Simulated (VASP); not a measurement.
MnAs:

```
CELL_PARAMETERS angstrom
3.71000 0.00000 0.00000
-1.85500 3.21295 0.00000
0.00000 0.00000 5.69100
ATOMIC_POSITIONS crystal
As 0.66667 0.33333 0.75000
As 0.33333 0.66667 0.25000
Mn 0.00000 0.00000 0.50000
Mn 0.00000 0.00000 0.00000
```

| Property | Result |
| --- | --- |
| Program | VASP 6.6.1 |
| Task | relaxation of cell and atoms |
| Functional | RPBE |
| Potentials or basis | VASP PAW PBE potentials, release 64 (As, Mn_pv) |
| Cutoff | 600 eV |
| k mesh | 8 × 8 × 5 |
| Occupations | fermi-dirac, width 0.05 eV |
| Spin | collinear spin, ferromagnetic start |
| Starting moments | [0.0, 0.0, 4.0, 4.0] μB |

At the start: pressure 0.2 GPa; volume 16.96 Å³/atom.

Task: How do energy, volume and symmetry change on relaxing?

Result: Over 7 steps the energy falls by 2.4 meV/atom and the volume is 17.01 Å³/atom (+0.3 %); space group P6_3/mmc (No. 194, to 0.1 Å) before and after; moment 6.37 μB per cell.

Step by step:
| step | energy change (eV) | largest force (eV/Å) | pressure (GPa) | volume (Å³) |
| --- | --- | --- | --- | --- |
| 1 | 0.0000 | 0.0000 | 0.17 | 67.84 |
| 2 | -0.0063 | 0.0000 | 0.00 | 68.01 |
| 3 | -0.0095 | 0.0000 | -0.20 | 68.21 |
| 4 | -0.0095 | 0.0000 | -0.20 | 68.23 |
| 5 | -0.0095 | 0.0000 | -0.20 | 68.24 |
| 6 | -0.0096 | 0.0000 | 0.06 | 67.97 |
| 7 | -0.0096 | 0.0000 | -0.01 | 68.03 |

Final structure:
```xyz
4
Lattice="3.7498 0.0000 0.0000 -1.8749 3.2474 0.0000 0.0000 0.0000 5.5865" Properties=species:S:1:pos:R:3 pbc="T T T"
As    1.8749    1.0825    4.1899
As    0.0000    2.1649    1.3966
Mn    0.0000    0.0000    2.7933
Mn    0.0000    0.0000    5.5865
```

Caveat: the PAW data sets were made with another functional, which shifts forces and pressure a little; the run started ferromagnetic, and an antiferromagnetic order may lie lower in energy.
